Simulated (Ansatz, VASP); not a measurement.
Ga in VASP and in Ansatz

File INCAR:

```
SYSTEM = Ga
  ALGO = Fast
  EDIFF = 1E-7
  ENCUT = 520
  GGA = PS
  ISIF = 2
  ISMEAR = 0
  LASPH = .TRUE.
  LCHARG = .FALSE.
  LREAL = .FALSE.
  LWAVE = .FALSE.
  NBANDS = 34
  NELM = 100
  PREC = Accurate
  SIGMA = 0.15
```

Contents of KPOINTS:

```
k-points
0
G
  10 10 10
  0 0 0
```

File POSCAR:

```
Ga
1.0
    2.2350478178     -3.7986615528     -0.1117523909
    2.2350478178      3.7986615528     -0.1117523909
   -0.2244888060      0.0000000000      5.1632425381
Ga
4
Direct
    0.1559156097      0.8440843903      0.0832479706
    0.6559156097      0.3440843903      0.4167520294
    0.8440843903      0.1559156097      0.9167520294
    0.3440843903      0.6559156097      0.5832479706
```

Input for Ansatz:

```yaml
crystal:
  lattice:
    - [2.2350478178, -3.7986615528, -0.1117523909]
    - [2.2350478178, 3.7986615528, -0.1117523909]
    - [-0.224488806, 0.0, 5.1632425381]
  atoms:
    - { symbol: Ga, position: [0.1559156097, 0.8440843903, 0.0832479706] }
    - { symbol: Ga, position: [0.6559156097, 0.3440843903, 0.4167520294] }
    - { symbol: Ga, position: [0.8440843903, 0.1559156097, 0.9167520294] }
    - { symbol: Ga, position: [0.3440843903, 0.6559156097, 0.5832479706] }
basis:
  ecutwfc: 420
kpoints:
  mp_grid: { grid: [10, 10, 10] }
hamiltonian:
  xc: pbesol
scf:
  occupations: { method: gaussian, width: 0.15 }
output:
  forces: true
  stress: true
  eigenvalues: true
```

Change from the starting cell: engineering shear strain xz -0.1000, normal strain along z +0.1500.

Alike in both runs: task single point; functional PBEsol; k mesh 10 × 10 × 10; occupations gaussian, width 0.15 eV; no spin polarisation.

|  | VASP | Ansatz |
| --- | --- | --- |
| version | VASP 6.6.1 | Ansatz 0.2.0 |
| potentials or method | VASP PAW PBE potentials, release 64 (Ga_d), cutoff 520 eV | scalar-relativistic, plane waves, PAW |
| valence electrons in the cell | 52 | 52 |

|  | VASP | Ansatz | Ansatz less VASP |
| --- | --- | --- | --- |
| gap on the k mesh at the Fermi level (eV) | none | none | - |
| pressure (GPa) | -4.8 | -4.8 | -0.03 |
| traceless stress, the component that is largest in VASP (GPa) | 2.97 | 2.98 | +0.015 |
| rms of the force components (eV/Å) | 0.179 | 0.180 | +0.0015 |

VASP's potentials were made for PBE, not for PBEsol. Atom by atom the forces differ by 0.002 eV/Å (rms over components). A gap of «none» marks a metal or a gap that the smearing closes.
